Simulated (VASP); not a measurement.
# Rh (P6_3/mmc) in VASP: further runs

Rh is run at these levels: r2SCAN, PBEsol; tasks: single point.

Everything below comes from runs of VASP 6.6.1. Logs are shortened: lines on timing, memory, paths and dates and some standing lists are left out, and cuts for length are marked.

### 1 The cell of the first run

It takes space group P6_3/mmc (No. 194, hexagonal). Conventional cell: a = 2.692 Å, b = 2.692 Å, c = 8.798 Å, α = 90.00°, β = 90.00°, γ = 120.00°. Rh (site symmetry -6m2) has 12 Rh at 2.69 Å within 3.5 Å. Rh (site symmetry -3m) has 12 Rh at 2.69 Å within 3.5 Å.

This isn't the form of Rh at room conditions, which is fcc.

### 2 Single point, r2SCAN

POSCAR

```
Rh
1.0
    2.6917446234      0.0000000000      0.0000000000
   -1.3458723117      2.3311192244      0.0000000000
    0.0000000000      0.0000000000      8.7980701300
Rh
4
Direct
    0.6666666667      0.3333333333      0.7500000000
    0.0000000000      0.0000000000      0.5000000000
    0.3333333333      0.6666666667      0.2500000000
    0.0000000000      0.0000000000      0.0000000000
```

INCAR.step1

```
  ALGO = Normal
  EDIFF = 1E-5
  ENCUT = 680
  GGA = PE
  GGA_COMPAT = F
  ISMEAR = -1
  LASPH = T
  LCHARG = F
  LREAL = F
  LWAVE = T
  NBANDS = 42
  NELM = 120
  PREC = Accurate
  SIGMA = 0.05
```

INCAR.step2

```
  ALGO = Normal
  EDIFF = 1E-6
  ENCUT = 680
  GGA_COMPAT = F
  ISIF = 2
  ISMEAR = -1
  ISTART = 1
  LASPH = T
  LCHARG = F
  LMIXTAU = T
  LREAL = F
  LWAVE = F
  METAGGA = R2SCAN
  NBANDS = 42
  NELM = 120
  PREC = Accurate
  SIGMA = 0.05
```

KPOINTS

```
k-points
0
Gamma
  6 6 2
```

Potentials or basis: VASP PAW PBE potentials, release 64 (Rh_sv_GW).

The run is started by

```
$ cat potpaw_PBE.64/Rh_sv_GW/POTCAR > POTCAR
$ cp INCAR.step1 INCAR
$ mpirun -np 1 vasp_std > vasp.out
$ cp INCAR.step2 INCAR
$ mpirun -np 1 vasp_std > vasp.out
```

OUTCAR:

```text
EDIFF = 1E-6
   ENCUT = 680
   ISIF = 2
   ISMEAR = -1
   ISTART = 1
   LASPH = T
   LREAL = F
   METAGGA = R2SCAN
   NELM = 120
   PREC = Accurate

 ion  position               nearest neighbor table
   1  0.667  0.333  0.750-
   2  0.000  0.000  0.500-
   3  0.333  0.667  0.250-
   4  0.000  0.000  0.000-

  LATTYP: Found a hexagonal cell.
 ALAT       =     2.6917446234
 C/A-ratio  =     3.2685382014

  Lattice vectors:

 A1 = (   2.6917446234,   0.0000000000,   0.0000000000)
 A2 = (  -1.3458723117,   2.3311192244,   0.0000000000)
 A3 = (   0.0000000000,   0.0000000000,   8.7980701300)

Analysis of symmetry for initial positions (statically):
=====================================================================
 Subroutine PRICEL returns:
 Original cell was already a primitive cell.

 Routine SETGRP: Setting up the symmetry group for a
 hexagonal supercell.

 Subroutine GETGRP returns: Found 24 space group operations
 (whereof 12 operations were pure point group operations)
 out of a pool of 24 trial point group operations.

The static configuration has the point symmetry D_3d.
 The point group associated with its full space group is D_6h.

Analysis of symmetry for dynamics (positions and initial velocities):
=====================================================================
 Subroutine PRICEL returns:
 Original cell was already a primitive cell.

 Routine SETGRP: Setting up the symmetry group for a
 hexagonal supercell.

 Subroutine GETGRP returns: Found 24 space group operations
 (whereof 12 operations were pure point group operations)
 out of a pool of 24 trial point group operations.

The dynamic configuration has the point symmetry D_3d.
 The point group associated with its full space group is D_6h.

 Subroutine INISYM returns: Found 24 space group operations
 (whereof 12 operations are pure point group operations),
 and found     1 'primitive' translations

----------------------------------------------------------------------------------------

                                     Primitive cell
[... 75 lines left out ...]
   PREC   = accura    normal or accurate (medium, high low for compatibility)
   ISTART =      1    job   : 0-new  1-cont  2-samecut
   ICHARG =      0    charge: 1-file 2-atom 10-const
   ISPIN  =      1    spin polarized calculation?
   LNONCOLLINEAR =      F non collinear calculations
   LSORBIT =      F    spin-orbit coupling
   LASPH  =      T    aspherical Exc in radial PAW
   ENCUT  =  680.0 eV  49.98 Ry    7.07 a.u.   5.72  5.72 18.71*2*pi/ulx,y,z
   NELM   =    120;   NELMIN=  2; NELMDL=  0     # of ELM steps
   EDIFF  = 0.1E-05   stopping-criterion for ELM
   LREAL  =      F    real-space projection
   EDIFFG = 0.1E-04   stopping-criterion for IOM
   NSW    =      0    number of steps for IOM
   IBRION =     -1    ionic relax: 0-MD 1-quasi-New 2-CG
   NFREE  =      0    steps in history (QN), initial steepest desc. (CG)
   ISIF   =      2    stress and relaxation
   ISYM   =      2    0-nonsym 1-usesym 2-fastsym
   POTIM  = 0.5000    time-step for ionic-motion
   TEBEG  =    0.0;   TEEND  =   0.0 temperature during run
   PSTRESS=    0.0 pullay stress
   NELECT =      68.0000    total number of electrons
   NUPDOWN=      -1.0000    fix difference up-down
   EMIN   =  10.00;   EMAX   =-10.00  energy-range for DOS
   EFERMI =   0.00;   METHOD = LEGACY
   ISMEAR =    -1;   SIGMA  =   0.05  broadening in eV -4-tet -1-fermi 0-gaus
   EFERMI_NEDOS =   21; number of points for ismear=-14 and -15
   IALGO  =     38    algorithm
   IMIX   =      4    mixing-type and parameters
     AMIX     =   0.40;   BMIX     =  1.00
     AMIX_MAG =   1.60;   BMIX_MAG =  1.00
  volume/ion in A,a.u.               =      13.80        93.14
  Fermi-wavevector in a.u.,A,eV,Ry     =   1.754887  3.316256 41.900899  3.079629
  Thomas-Fermi vector in A             =   2.824740
   LORBIT       =      0    0 simple, 1 ext, 2 COOP (PROOUT), +10 PAW based schemes
   METAGGA = R2SCAN    functional components
   LHFCALC =     F    Hartree Fock is set to
   AEXX    =    0.0000 exact exchange contribution
   IVDW    =     0    specifies the selected vdW correction
   LEPSILON=     F    determine dielectric tensor
   LRPA    =     F    only Hartree local field effects (RPA)
 non-spin polarized calculation
  energy-cutoff  :      680.00
  volume of cell :       55.21
 maximum number of plane-waves:      2256
 NGX is ok and might be reduce to    24
   NGX = 11   NGY = 11   NGZ = 37

 number of electron      67.9999988 magnetization

 Free energy of the ion-electron system (eV)
  ---------------------------------------------------
  ext. energy  EPLUGINS =         0.00000000
  ---------------------------------------------------
  free energy    TOTEN  =       -92.94813252 eV

  energy without entropy =      -92.89074635  energy(sigma->0) =      -92.91943944

 E-fermi :  10.5762     XC(G=0): -15.2493

 val. band max:       10.5748481349   @ k =   0.3333   0.1667   0.5000
 cond. band min:      10.5785889557   @ k =   0.3333   0.3333   0.0000
 fundamental gap:      0.0037408208
 Fermi energy:        10.5762481175

 k-point     1 :       0.0000    0.0000    0.0000
  band No.  band energies     occupation
      1     -70.5439      2.00000
      2     -70.5011      2.00000
      3     -70.4596      2.00000
      4     -70.4163      2.00000
      5     -37.9807      2.00000
      6     -37.6172      2.00000
[... 619 lines left out ...]
     41      18.8301      0.00000
     42      18.8301      0.00000

------------------------ aborting loop because EDIFF is reached ----------------------------------------

  FORCE on cell =-STRESS in cart. coord.  units (eV):
  Direction    XX          YY          ZZ          XY          YZ          ZX
  --------------------------------------------------------------------------------------
  -------------------------------------------------------------------------------------
  Total        0.4598120      0.4598120     -1.4839074      0.0000000      0.0000000     -0.0000000
  in kB       13.3445860     13.3445860    -43.0657112      0.0000000      0.0000000     -0.0000000
  external PRESSURE =      -5.4588464 kB  Pullay stress =       0.0000000 kB

 VOLUME and BASIS-vectors are now :
 -----------------------------------------------------------------------------
  energy-cutoff  :      680.00
  volume of cell :       55.21
      direct lattice vectors                 reciprocal lattice vectors
     2.691744623  0.000000000  0.000000000     0.371506268  0.214489244  0.000000000
    -1.345872312  2.331119224  0.000000000     0.000000000  0.428978488  0.000000000
     0.000000000  0.000000000  8.798070130     0.000000000  0.000000000  0.113661290

 POSITION                                       TOTAL-FORCE (eV/Angst)
 -----------------------------------------------------------------------------------
      1.34587      0.77704      6.59855        -0.000000      0.000000      0.000000
      0.00000      0.00000      4.39904         0.000000      0.000000      0.000000
     -0.00000      1.55408      2.19952         0.000000      0.000000     -0.000000
      0.00000      0.00000      0.00000         0.000000      0.000000      0.000000
 -----------------------------------------------------------------------------------
    total drift:                               -0.000000      0.000000     -0.000000

  FREE ENERGIE OF THE ION-ELECTRON SYSTEM (eV)
  ---------------------------------------------------
  free  energy   TOTEN  =       -92.9481325203 eV

  energy  without entropy=      -92.8907463529  energy(sigma->0) =      -92.91943944
```

OSZICAR.step1:

```text
N       E                     dE             d eps       ncg     rms          rms(c)
DAV:   1     0.187423848619E+04    0.18742E+04   -0.45291E+04  1216   0.247E+03
DAV:   2     0.148103596780E+03   -0.17261E+04   -0.16707E+04  1176   0.119E+03
DAV:   3    -0.211451470855E+02   -0.16925E+03   -0.16028E+03  1908   0.365E+02
DAV:   4    -0.294355614219E+02   -0.82904E+01   -0.79511E+01  1824   0.106E+02
DAV:   5    -0.296943403908E+02   -0.25878E+00   -0.25711E+00  1888   0.158E+01    0.114E+02
DAV:   6    -0.255747383449E+02    0.41196E+01   -0.14927E+01  1640   0.453E+01    0.465E+01
DAV:   7    -0.254787918659E+02    0.95946E-01   -0.65786E-01  1904   0.871E+00    0.144E+01
DAV:   8    -0.257778398463E+02   -0.29905E+00   -0.16661E+00  1838   0.179E+01    0.563E+00
DAV:   9    -0.254533187003E+02    0.32452E+00   -0.96237E-01  1854   0.115E+01    0.108E+00
DAV:  10    -0.254553013146E+02   -0.19826E-02   -0.29333E-02  1536   0.185E+00    0.265E-01
DAV:  11    -0.254552560174E+02    0.45297E-04   -0.20776E-03  2106   0.571E-01    0.287E-01
DAV:  12    -0.254552194395E+02    0.36578E-04   -0.33865E-04  1590   0.326E-01    0.122E-01
DAV:  13    -0.254552249284E+02   -0.54889E-05   -0.26820E-05   802   0.652E-02
   1 F= -.25455225E+02 E0= -.25424723E+02  d E =-.610034E-01
```

Wall time 3.1 min (1 thread of AMD EPYC 9R45 (Zen 5), shared host); peak memory 0.2 GiB.

What came out:

- Free energy: -92.9481 eV
- Pressure: -0.5 GPa
- Band gap on the k mesh: zero (bands 34 and 35 overlap by 2.10 eV)

Stress tensor (GPa, compression positive):
```
 1.33  0.00  0.00
 0.00  1.33  0.00
 0.00  0.00 -4.31
```

Caveat: the k points lie up to 0.45 Å⁻¹ apart, too coarse for converged energies and pressures of a metal; the PAW data sets were made with another functional, which shifts forces and pressure a little.

### 3 Single point, PBEsol, non-collinear spin, zero start, spin-orbit coupling

INCAR

```
SYSTEM = Rh
PREC = Accurate
ENCUT = 520
EDIFF = 1E-6
ISMEAR = -1
SIGMA = 0.05
LREAL = .False.
LASPH = .True.
NELM = 150
ALGO = Fast
ISIF = 2
LWAVE = .False.
LCHARG = .True.
MAGMOM = 0 0 0 0 0 0 0 0 0 0 0 0
LORBIT = 11
LSORBIT = .True.
GGA_COMPAT = .False.
LORBMOM = .True.
LMAXMIX = 4
GGA = PS
LVHAR = .True.
NBANDS = 74
```

KPOINTS

```
regular mesh
0
Gamma
  11 11 3
  0 0 0
```

POSCAR is that of step 2.

Potentials or basis: VASP PAW PBE potentials, release 64 (Rh_pv).

The run is started by

```
$ cat potpaw_PBE.64/Rh_pv/POTCAR > POTCAR
$ mpirun -np 1 vasp_ncl > vasp.out
```

OUTCAR:

```text
SYSTEM = Rh
   PREC = Accurate
   ENCUT = 520
   EDIFF = 1E-6
   ISMEAR = -1
   LREAL = .False.
   LASPH = .True.
   NELM = 150
   ISIF = 2
   LORBIT = 11
   LSORBIT = .True.
   GGA = PS

 ion  position               nearest neighbor table
   1  0.667  0.333  0.750-   2 2.69   4 2.69   2 2.69   4 2.69   2 2.69   4 2.69
   2  0.000  0.000  0.500-   1 2.69   3 2.69   1 2.69   3 2.69   1 2.69   3 2.69
   3  0.333  0.667  0.250-   2 2.69   4 2.69   2 2.69   4 2.69   2 2.69   4 2.69
   4  0.000  0.000  0.000-   1 2.69   3 2.69   1 2.69   3 2.69   1 2.69   3 2.69

  LATTYP: Found a hexagonal cell.
 ALAT       =     2.6917446234
 C/A-ratio  =     3.2685382014

  Lattice vectors:

 A1 = (   2.6917446234,   0.0000000000,   0.0000000000)
 A2 = (  -1.3458723117,   2.3311192244,   0.0000000000)
 A3 = (   0.0000000000,   0.0000000000,   8.7980701300)

Analysis of symmetry for initial positions (statically):
[... 2158 lines left out ...]
     0.0000000     0.0000000     0.0000000     0.0000000     0.0000000     0.0000000     0.0000000

 total charge

# of ion       s       p       d       tot
------------------------------------------
    1        0.405   6.306   7.061  13.772
    2        0.405   6.305   7.058  13.769
    3        0.405   6.306   7.061  13.772
    4        0.405   6.305   7.058  13.769
--------------------------------------------------
tot          1.621  25.223  28.238  55.082

 magnetization (x)

# of ion       s       p       d       tot
------------------------------------------
    1       -0.000   0.000   0.000   0.000
    2        0.000   0.000   0.000   0.000
    3       -0.000  -0.000   0.000   0.000
    4       -0.000   0.000   0.000  -0.000
--------------------------------------------------
tot         -0.000  -0.000   0.000   0.000

 magnetization (y)

# of ion       s       p       d       tot
------------------------------------------
    1        0.000   0.000   0.000   0.000
    2        0.000   0.000  -0.000  -0.000
    3        0.000   0.000   0.000   0.000
    4       -0.000  -0.000   0.000  -0.000
--------------------------------------------------
tot          0.000  -0.000  -0.000   0.000

 magnetization (z)

# of ion       s       p       d       tot
------------------------------------------
    1        0.000   0.000   0.000   0.000
    2        0.000   0.000   0.000   0.000
    3        0.000   0.000   0.000   0.000
    4        0.000   0.000   0.000   0.000
--------------------------------------------------
tot          0.000   0.000   0.000   0.000
```

OSZICAR:

```text
N       E                     dE             d eps       ncg     rms          rms(c)
DAV:   1     0.836589828481E+03    0.83659E+03   -0.36075E+04  4904   0.189E+03
DAV:   2     0.708065364186E+00   -0.83588E+03   -0.81166E+03  4910   0.608E+02
DAV:   3    -0.350103932011E+02   -0.35718E+02   -0.33488E+02  5076   0.132E+02
DAV:   4    -0.355908332462E+02   -0.58044E+00   -0.57833E+00  4946   0.162E+01
DAV:   5    -0.355997211341E+02   -0.88879E-02   -0.88868E-02  5180   0.200E+00    0.221E+01
RMM:   6    -0.331640065227E+02    0.24357E+01   -0.75488E+00  4744   0.187E+01    0.719E+00
RMM:   7    -0.331218550077E+02    0.42152E-01   -0.68639E-01  4796   0.418E+00    0.329E+00
RMM:   8    -0.331523476591E+02   -0.30493E-01   -0.13635E-01  4832   0.228E+00    0.294E+00
RMM:   9    -0.331004705182E+02    0.51877E-01   -0.77092E-02  4884   0.179E+00    0.129E+00
RMM:  10    -0.330918350116E+02    0.86355E-02   -0.76855E-03  4896   0.700E-01    0.201E-01
RMM:  11    -0.330914937446E+02    0.34127E-03   -0.11763E-03  5087   0.251E-01    0.363E-02
RMM:  12    -0.330915190645E+02   -0.25320E-04   -0.14191E-04  5428   0.779E-02    0.147E-02
RMM:  13    -0.330915191157E+02   -0.51214E-07   -0.22020E-05  5683   0.268E-02    0.560E-03
RMM:  14    -0.330915187408E+02    0.37489E-06   -0.45405E-06  4493   0.140E-02
   1 F= -.33091519E+02 E0= -.33066109E+02  d E =-.508185E-01  mag=     0.0000    -0.0000     0.0000
```

stdout:

```text
POSCAR found type information on POSCAR Rh
 POSCAR found :  1 types and       4 ions
 scaLAPACK will be used
 -----------------------------------------------------------------------------
|                                                                             |
|                                                                             |
|     You enforced a specific xc type in the INCAR file but a different       |
|     I HOPE YOU KNOW WHAT YOU ARE DOING!                                     |
|                                                                             |
 -----------------------------------------------------------------------------

 LDA part: xc-table for (Slater+PW92), standard interpolation
 POSCAR, INCAR and KPOINTS ok, starting setup
 FFT: planning ... GRIDC
 FFT: planning ... GRID_SOFT
 FFT: planning ... GRID
 WAVECAR not read
 entering main loop
```

It took 10 min on 1 thread of Intel Xeon 8259CL, shared host; peak memory 0.38 GiB.

Results:

| Property | Result |
| --- | --- |
| Free energy | -33.0915 eV |
| Pressure | -5.3 GPa |
| Net moment | 0.00 μB per cell |
| Valence electrons inside the program's atomic spheres | Rh 13.77 |

Stress tensor (GPa, compression positive):
```
-4.74  0.00  0.00
 0.00 -4.74  0.00
 0.00  0.00 -6.40
```

Moments on the atoms (μB; x, y, z):
```
Rh  0.00 0.00 0.00
Rh  0.00 0.00 0.00
Rh  0.00 0.00 0.00
Rh  0.00 0.00 0.00
```

Caveat: the cell stands under tension; the PAW data sets were made with another functional, which shifts forces and pressure a little.
